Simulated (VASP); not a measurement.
# Si2W (I4/mmm) in VASP: a series of runs

Runs on Si2W. Level: r2SCAN. Tasks: single point.

All numbers are computed with VASP 6.6.1; they aren't measurements. Logs are shortened: lines on timing, memory, paths and dates and some standing lists are left out, and cuts for length are marked.

**1. The cell of the first run**

The structure is tetragonal, space group I4/mmm (No. 139). The conventional cell has a = 3.206 Å, b = 3.206 Å, c = 7.796 Å, α = 90.00°, β = 90.00°, γ = 90.00°. Si (site symmetry 4mm) has 9 Si at 2.58 to 3.21 Å and 5 W at 2.61 Å within 3.4 Å. W (site symmetry 4/mmm) has 10 Si at 2.61 Å and 4 W at 3.21 Å within 3.4 Å.

**2. Single point, r2SCAN**

Input file POSCAR:

```
Si2W
1.0
   -1.6031587254      1.6031587254      3.8978445017
    1.6031587254     -1.6031587254      3.8978445017
    1.6031587254      1.6031587254     -3.8978445017
Si W
2 1
Direct
    0.3347403716      0.3347403716      0.0000000000
    0.6652596284      0.6652596284      0.0000000000
    0.0000000000      0.0000000000      0.0000000000
```

Input file INCAR.step1:

```
SYSTEM = Si2W
PREC = Accurate
ENCUT = 520
ISMEAR = 0
SIGMA = 0.1
LREAL = .FALSE.
LASPH = .TRUE.
NELM = 80
NBANDS = 18
GGA = PE
ALGO = Normal
EDIFF = 1E-4
LWAVE = .TRUE.
LCHARG = .FALSE.
```

Input file INCAR.step2:

```
SYSTEM = Si2W
PREC = Accurate
ENCUT = 520
EDIFF = 1E-6
ISMEAR = 0
SIGMA = 0.1
LREAL = .FALSE.
LASPH = .TRUE.
NELM = 80
ALGO = Normal
ISIF = 2
LWAVE = .FALSE.
LCHARG = .FALSE.
METAGGA = R2SCAN
LMIXTAU = .TRUE.
NBANDS = 18
ISTART = 1
```

Input file KPOINTS:

```
Automatic mesh
0
G
  18 18 18
  0 0 0
```

Potentials or basis: VASP PAW PBE potentials, release 64 (Si, W_sv).

On the command line:

```bash
$ cat potpaw_PBE.64/Si/POTCAR potpaw_PBE.64/W_sv/POTCAR > POTCAR
$ cp INCAR.step1 INCAR
$ mpirun -np 1 vasp_std > vasp.out
$ cp INCAR.step2 INCAR
$ mpirun -np 1 vasp_std > vasp.out
```

OUTCAR:

```text
SYSTEM = Si2W
   PREC = Accurate
   ENCUT = 520
   EDIFF = 1E-6
   ISMEAR = 0
   LREAL = .FALSE.
   LASPH = .TRUE.
   NELM = 80
   ISIF = 2
   METAGGA = R2SCAN
   ISTART = 1

 ion  position               nearest neighbor table
   1  0.335  0.335  0.000-   2 2.58   3 2.61   3 2.61   3 2.61   3 2.61   3 2.61   2 2.62   2 2.62
                             2 2.62   2 2.62
   2  0.665  0.665  0.000-   1 2.58   3 2.61   3 2.61   3 2.61   3 2.61   3 2.61   1 2.62   1 2.62
                             1 2.62   1 2.62
   3  0.000  0.000  0.000-   2 2.61   2 2.61   2 2.61   1 2.61   2 2.61   1 2.61   1 2.61   1 2.61
                             1 2.61   2 2.61

  LATTYP: Found a body centered tetragonal cell.
 ALAT       =     3.2063174508
 C/A-ratio  =     2.4313528286

  Lattice vectors:

 A1 = (  -1.6031587254,   1.6031587254,   3.8978445017)
 A2 = (   1.6031587254,  -1.6031587254,   3.8978445017)
 A3 = (   1.6031587254,   1.6031587254,  -3.8978445017)

Analysis of symmetry for initial positions (statically):
=====================================================================
 Subroutine PRICEL returns:
 Original cell was already a primitive cell.

 Routine SETGRP: Setting up the symmetry group for a
 body centered tetragonal supercell.

 Subroutine GETGRP returns: Found 16 space group operations
 (whereof 16 operations were pure point group operations)
 out of a pool of 16 trial point group operations.

The static configuration has the point symmetry D_4h.

Analysis of symmetry for dynamics (positions and initial velocities):
=====================================================================
 Subroutine PRICEL returns:
 Original cell was already a primitive cell.

 Routine SETGRP: Setting up the symmetry group for a
 body centered tetragonal supercell.

 Subroutine GETGRP returns: Found 16 space group operations
 (whereof 16 operations were pure point group operations)
 out of a pool of 16 trial point group operations.

The dynamic configuration has the point symmetry D_4h.

 Subroutine INISYM returns: Found 16 space group operations
 (whereof 16 operations are pure point group operations),
 and found     1 'primitive' translations

----------------------------------------------------------------------------------------

                                     Primitive cell

  volume of cell :      40.0717

  direct lattice vectors                    reciprocal lattice vectors
    -1.603158725  1.603158725  3.897844502     0.000000000  0.311884277  0.128276025
     1.603158725 -1.603158725  3.897844502     0.311884277  0.000000000  0.128276025
     1.603158725  1.603158725 -3.897844502     0.311884277  0.311884277  0.000000000

  length of vectors
     4.509260201  4.509260201  4.509260201     0.337233659  0.337233659  0.441070974

  position of ions in fractional coordinates (direct lattice)
     0.334740372  0.334740372  0.000000000
     0.665259628  0.665259628  0.000000000
     0.000000000  0.000000000  0.000000000

  ion indices of the primitive-cell ions
   primitive index   ion index
                 1           1
                 2           2
                 3           3

----------------------------------------------------------------------------------------

 KPOINTS: Automatic mesh

Automatic generation of k-mesh.
 Grid dimensions read from file:
 generate k-points for:   18   18   18

 Generating k-lattice:

  Cartesian coordinates                     Fractional coordinates (reciprocal lattice)
     0.000000000  0.017326904  0.007126446     0.055555556  0.000000000  0.000000000
     0.017326904  0.000000000  0.007126446     0.000000000  0.055555556  0.000000000
     0.017326904  0.017326904  0.000000000     0.000000000  0.000000000  0.055555556

  Length of vectors
     0.018735203  0.018735203  0.024503943

  Shift w.r.t. Gamma in fractional coordinates (k-lattice)
     0.000000000  0.000000000  0.000000000

 Subroutine IBZKPT returns following result:
 ===========================================

 Found    480 irreducible k-points:

 Following reciprocal coordinates:
            Coordinates               Weight
  0.000000  0.000000  0.000000      1.000000
  0.055556 -0.000000  0.000000      8.000000
  0.111111 -0.000000  0.000000      8.000000
  0.166667 -0.000000  0.000000      8.000000
  0.222222 -0.000000  0.000000      8.000000
  0.277778 -0.000000  0.000000      8.000000
[... 16 lines left out ...]
 -0.277778  0.055556 -0.000000     16.000000
 -0.222222  0.055556 -0.000000     16.000000
 [... further k-points ...]
   k-points           NKPTS =    480   k-points in BZ     NKDIM =    480   number of bands    NBANDS=     18
   number of dos      NEDOS =    301   number of ions     NIONS =      3
   total plane-waves  NPLWV =  46656
   dimension x,y,z NGX =    36 NGY =   36 NGZ =   36
   dimension x,y,z NGXF=    72 NGYF=   72 NGZF=   72
   ions per type =               2   1
   NGX,Y,Z   is equivalent  to a cutoff of  13.27, 13.27, 13.27 a.u.
   NGXF,Y,Z  is equivalent  to a cutoff of  26.54, 26.54, 26.54 a.u.
 SYSTEM =  Si2W
   PREC   = accura    normal or accurate (medium, high low for compatibility)
   ISTART =      1    job   : 0-new  1-cont  2-samecut
   ICHARG =      0    charge: 1-file 2-atom 10-const
   ISPIN  =      1    spin polarized calculation?
   LNONCOLLINEAR =      F non collinear calculations
   LSORBIT =      F    spin-orbit coupling
   LASPH  =      T    aspherical Exc in radial PAW
   ENCUT  =  520.0 eV  38.22 Ry    6.18 a.u.   8.38  8.38  8.38*2*pi/ulx,y,z
   NELM   =     80;   NELMIN=  2; NELMDL=  0     # of ELM steps
   EDIFF  = 0.1E-05   stopping-criterion for ELM
   LREAL  =      F    real-space projection
   EDIFFG = 0.1E-04   stopping-criterion for IOM
   NSW    =      0    number of steps for IOM
   IBRION =     -1    ionic relax: 0-MD 1-quasi-New 2-CG
   NFREE  =      0    steps in history (QN), initial steepest desc. (CG)
   ISIF   =      2    stress and relaxation
   ISYM   =      2    0-nonsym 1-usesym 2-fastsym
   POTIM  = 0.5000    time-step for ionic-motion
   TEBEG  =    0.0;   TEEND  =   0.0 temperature during run
   PSTRESS=    0.0 pullay stress
   NELECT =      22.0000    total number of electrons
   NUPDOWN=      -1.0000    fix difference up-down
   EMIN   =  10.00;   EMAX   =-10.00  energy-range for DOS
   EFERMI =   0.00;   METHOD = LEGACY
   ISMEAR =     0;   SIGMA  =   0.10  broadening in eV -4-tet -1-fermi 0-gaus
   EFERMI_NEDOS =   21; number of points for ismear=-14 and -15
   IALGO  =     38    algorithm
   IMIX   =      4    mixing-type and parameters
     AMIX     =   0.40;   BMIX     =  1.00
     AMIX_MAG =   1.60;   BMIX_MAG =  1.00
  volume/ion in A,a.u.               =      13.36        90.14
  Fermi-wavevector in a.u.,A,eV,Ry     =   1.340509  2.533196 24.449201  1.796966
  Thomas-Fermi vector in A             =   2.468817
   LORBIT       =      0    0 simple, 1 ext, 2 COOP (PROOUT), +10 PAW based schemes
   METAGGA = R2SCAN    functional components
   LHFCALC =     F    Hartree Fock is set to
   AEXX    =    0.0000 exact exchange contribution
   IVDW    =     0    specifies the selected vdW correction
   LEPSILON=     F    determine dielectric tensor
   LRPA    =     F    only Hartree local field effects (RPA)
 non-spin polarized calculation
 Gauss-broadening in eV      SIGMA  =   0.10
  energy-cutoff  :      520.00
  volume of cell :       40.07
 maximum number of plane-waves:      1105
 NGX is ok and might be reduce to    36
   NGX = 17   NGY = 17   NGZ = 17

 number of electron      21.9999999 magnetization

 Free energy of the ion-electron system (eV)
  ---------------------------------------------------
  ext. energy  EPLUGINS =         0.00000000
  ---------------------------------------------------
  free energy    TOTEN  =       -69.81548587 eV

  energy without entropy =      -69.81464963  energy(sigma->0) =      -69.81506775

 E-fermi :  12.0562     XC(G=0): -13.5514

 val. band max:       11.9583672069   @ k =  -0.3889   0.4444   0.3889
 cond. band min:      12.0714441562   @ k =  -0.3889   0.5000   0.3333
 fundamental gap:      0.1130769493
 Fermi energy:        12.0561504010

 k-point     1 :       0.0000    0.0000    0.0000
  band No.  band energies     occupation
      1     -63.6799      2.00000
      2     -27.3178      2.00000
      3     -27.2850      2.00000
      4     -27.2850      2.00000
      5      -2.8799      2.00000
      6       4.7576      2.00000
[... 10 lines left out ...]
     17      18.0982      0.00000
     18      18.0982      0.00000

 k-point     2 :       0.0556   -0.0000    0.0000
  band No.  band energies     occupation
      1     -63.6796      2.00000
      2     -27.3173      2.00000
      3     -27.2925      2.00000
      4     -27.2844      2.00000
      5      -2.8170      2.00000
      6       4.7648      2.00000
[... 10 lines left out ...]
     17      18.1016      0.00000
     18      18.3413      0.00000

 k-point     3 :       0.1111   -0.0000    0.0000
  band No.  band energies     occupation
      1     -63.6788      2.00000
      2     -27.3159      2.00000
      3     -27.3138      2.00000
      4     -27.2824      2.00000
      5      -2.6296      2.00000
      6       4.7768      2.00000
[... 10 lines left out ...]
     17      18.1568      0.00000
     18      18.9366      0.00000

 k-point     4 :       0.1667   -0.0000    0.0000
  band No.  band energies     occupation
      1     -63.6776      2.00000
      2     -27.3469      2.00000
      3     -27.3132      2.00000
      4     -27.2793      2.00000
      5      -2.3219      2.00000
      6       4.7593      2.00000
[... 375 lines left out ...]
      4     -27.2749      2.00000
      5      -0.8001      2.00000
      6       3.9152      2.00000
[... 10 lines left out ...]
     17      19.8536      0.00000
     18      20.7549      0.00000

 k-point    23 :      -0.2778    0.0556   -0.0000
  band No.  band energies     occupation
      1     -63.6742      2.00000
      2     -27.4281      2.00000
      3     -27.3054      2.00000
      4     -27.2787      2.00000
      5      -1.4040      2.00000
      6       4.5342      2.00000
[... 10 lines left out ...]
     17      19.5046      0.00000
     18      20.6074      0.00000

 k-point    24 :      -0.2222    0.0556   -0.0000
  band No.  band energies     occupation
      1     -63.6758      2.00000
      2     -27.3859      2.00000
      3     -27.3086      2.00000
      4     -27.2828      2.00000
      5      -1.9130      2.00000
      6       4.9205      2.00000
[... 10 lines left out ...]
     17      18.7475      0.00000
     18      20.7705      0.00000

 [... further k-points ...]
[... 5 lines left out ...]
  --------------------------------------------------------------------------------------
  -------------------------------------------------------------------------------------
  Total        0.3420960      0.3420960      0.2662196      0.0000000     -0.0000000     -0.0000000
  in kB       13.6779516     13.6779516     10.6442012      0.0000000     -0.0000000     -0.0000000
  external PRESSURE =      12.6667015 kB  Pullay stress =       0.0000000 kB

 VOLUME and BASIS-vectors are now :
 -----------------------------------------------------------------------------
  energy-cutoff  :      520.00
  volume of cell :       40.07
      direct lattice vectors                 reciprocal lattice vectors
    -1.603158725  1.603158725  3.897844502     0.000000000  0.311884277  0.128276025
     1.603158725 -1.603158725  3.897844502     0.311884277  0.000000000  0.128276025
     1.603158725  1.603158725 -3.897844502     0.311884277  0.311884277  0.000000000

 POSITION                                       TOTAL-FORCE (eV/Angst)
 -----------------------------------------------------------------------------------
      0.00000      0.00000      2.60953         0.000000      0.000000     -0.007113
      0.00000      0.00000      5.18616        -0.000000     -0.000000      0.007113
      0.00000      0.00000      0.00000        -0.000000     -0.000000      0.000000
 -----------------------------------------------------------------------------------
    total drift:                               -0.000000      0.000000     -0.000000

  FREE ENERGIE OF THE ION-ELECTRON SYSTEM (eV)
  ---------------------------------------------------
  free  energy   TOTEN  =       -69.8154858700 eV

  energy  without entropy=      -69.8146496276  energy(sigma->0) =      -69.81506775
```

Wall time 19 min (1 thread of Intel Xeon Platinum 8488C (Sapphire Rapids), shared host); peak memory 0.47 GiB.

What came out:

- Free energy: -69.8155 eV
- Pressure: 1.3 GPa
- Largest force: 0.007 eV/Å
- Band gap on the k mesh: zero (bands 11 and 12 overlap by 1.31 eV)

Forces on the atoms (eV/Å):
```
Si   0.000  0.000 -0.007
Si   0.000  0.000  0.007
W    0.000  0.000  0.000
```

Caveat: the PAW data sets were made with another functional, which shifts forces and pressure a little; spin-orbit coupling is left out, which moves the levels of the heavy elements.

**3. Single point, r2SCAN**

This run uses another cell than the first one, of 13.41 Å³/atom.

Input file POSCAR:

```
Si2W
1.0
    4.5148876166      0.0000000000      0.0000000000
    1.0887547005      6.3105966565      0.0000000000
   -1.1420443054      2.6482458143      1.4124207218
Si W
2 1
Direct
    0.6651751051      0.6651751051      0.3348248949
    0.3348248949      0.3348248949      0.6651751051
    0.0000000000      0.0000000000      0.0000000000
```

Input file INCAR.step1:

```
SYSTEM = Si2W
PREC = Accurate
ENCUT = 550
ISMEAR = 0
SIGMA = 0.1
LREAL = .False.
LASPH = .True.
NELM = 120
ISYM = 0
NBANDS = 18
GGA = PE
ALGO = Normal
EDIFF = 1E-5
LWAVE = .True.
LCHARG = .False.
GGA_COMPAT = .False.
```

Input file INCAR.step2:

```
SYSTEM = Si2W
PREC = Accurate
ENCUT = 550
EDIFF = 1E-6
ISMEAR = 0
SIGMA = 0.1
LREAL = .False.
LASPH = .True.
NELM = 120
ALGO = Normal
ISIF = 2
LWAVE = .False.
LCHARG = .True.
METAGGA = R2SCAN
LMIXTAU = .True.
LELF = .True.
LVHAR = .True.
ISYM = 0
NBANDS = 18
ISTART = 1
GGA_COMPAT = .False.
```

Input file KPOINTS:

```
regular mesh
0
Gamma
  8 6 24
  0 0 0
```

Potentials or basis: VASP PAW PBE potentials, release 64 (Si, W_sv).

On the command line:

```bash
$ cat potpaw_PBE.64/Si/POTCAR potpaw_PBE.64/W_sv/POTCAR > POTCAR
$ cp INCAR.step1 INCAR
$ mpirun -np 1 vasp_std > vasp.out
$ cp INCAR.step2 INCAR
$ mpirun -np 1 vasp_std > vasp.out
```

Run time: 46 min. Hardware: 1 thread of Intel Xeon Platinum 8259CL at 2.50GHz (Skylake/Cascade Lake), shared host; peak memory 0.56 GiB.

The run converged. Its results:

```
Free energy            : -69.8163 eV
Pressure               : 0.3 GPa
Largest force          : 0.003 eV/Å
Band gap on the k mesh : zero (bands 11 and 12 overlap by 1.13 eV)
```

Forces in eV/Å, atoms in the order of the input:
```
Si   0.003 -0.001 -0.001
Si  -0.003  0.001  0.001
W    0.000  0.000  0.000
```

Stress tensor (GPa, compression positive):
```
 0.13 -0.12  0.09
-0.12  0.23 -0.02
 0.09 -0.02  0.44
```

Levels at points of the mesh, in eV from the Fermi level:
```csv
k point,band 9,band 10,band 11,band 12,band 13,band 14
"(0.00, 0.00, 0.00)",-3.06,-3.06,0.59,3.04,3.17,3.19
"(0.50, 0.00, 0.00)",-3.01,-2.88,-0.50,2.93,3.00,4.20
"(0.00, 0.50, 0.00)",-3.01,-2.88,-0.50,2.93,3.00,4.20
"(0.50, 0.50, 0.00)",-0.97,-0.97,-0.53,-0.53,0.79,4.93
"(0.00, 0.00, 0.50)",-3.01,-2.88,-0.50,2.93,3.00,4.20
"(0.50, 0.00, 0.50)",-5.33,-3.47,-2.00,3.07,3.29,3.43
"(0.00, 0.50, 0.50)",-5.33,-3.47,-2.00,3.07,3.29,3.43
"(0.50, 0.50, 0.50)",-3.01,-2.88,-0.50,2.93,3.00,4.20
```

Caveat: the PAW data sets were made with another functional, which shifts forces and pressure a little; spin-orbit coupling is left out, which moves the levels of the heavy elements.
